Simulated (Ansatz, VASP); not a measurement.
## Ni in VASP and in Ansatz

The input INCAR:

```
  ALGO = Normal
  EDIFF = 1E-7
  ENCUT = 520
  GGA = PE
  ISIF = 2
  ISMEAR = -1
  ISPIN = 2
  LASPH = True
  LCHARG = False
  LMAXMIX = 4
  LORBIT = 11
  LREAL = False
  LWAVE = False
  MAGMOM = 1 1
  NBANDS = 21
  NELM = 150
  PREC = Accurate
  SIGMA = 0.1
```

Contents of KPOINTS:

```
k-points
0
Gamma
  14 14 14
```

Contents of POSCAR:

```
Ni
1.0
    0.0000000000      1.8807866981      1.8807866981
    1.8807866981      0.0000000000      1.8807866981
    1.8807866981      1.8807866981      0.0000000000
Ni
2
Direct
   -0.1250000000     -0.1250000000     -0.1250000000
    0.1250000000      0.1250000000      0.1250000000
```

Input for Ansatz:

```yaml
crystal:
  lattice:
    - [0.0, 1.8807866981, 1.8807866981]
    - [1.8807866981, 0.0, 1.8807866981]
    - [1.8807866981, 1.8807866981, 0.0]
  atoms:
    - { symbol: Ni, position: [-0.125, -0.125, -0.125], spin: 1.0 }
    - { symbol: Ni, position: [0.125, 0.125, 0.125], spin: 1.0 }
magnetization:
  spin_polarized: true
kpoints:
  mp_grid: { grid: [14, 14, 14] }
scf:
  occupations: { method: fermi_dirac, width: 0.1 }
hamiltonian:
  xc: pbe
  pseudopotentials: { kind: nc }
output:
  forces: true
  stress: true
  eigenvalues: true
```

Change from the starting cell: volume scaled by 0.4, norm-conserving files.

Alike in both runs: task single point; functional PBE; k mesh 14 × 14 × 14; occupations fermi-dirac, width 0.1 eV; collinear spin.

|  | VASP | Ansatz |
| --- | --- | --- |
| version | VASP 6.6.1 | Ansatz 0.2.0 |
| potentials or method | VASP PAW PBE potentials, release 64 (Ni) | norm-conserving pseudopotentials, scalar-relativistic |
| plane-wave cutoff (eV) | 520 | 1400 |
| valence electrons in the cell | 20 | 36 |

Ansatz gave:

```
pressure (GPa)           : 691.6
net moment per atom (μB) : 0.00
```

Estimate VASP's values.

pressure (GPa): 583.8; net moment per atom (μB): 0.00.

The pressures are high and differ by over a tenth, so treat them with care. The functional is the same, so the differences come from potentials, cutoffs and numerics. VASP's potentials hold 20 valence electrons a cell and Ansatz's 36, so a difference there can come from the potentials and not from the codes. Ansatz's warnings: seeded moment not kept.

Noted on VASP's run: the cell as given lies far from equilibrium.
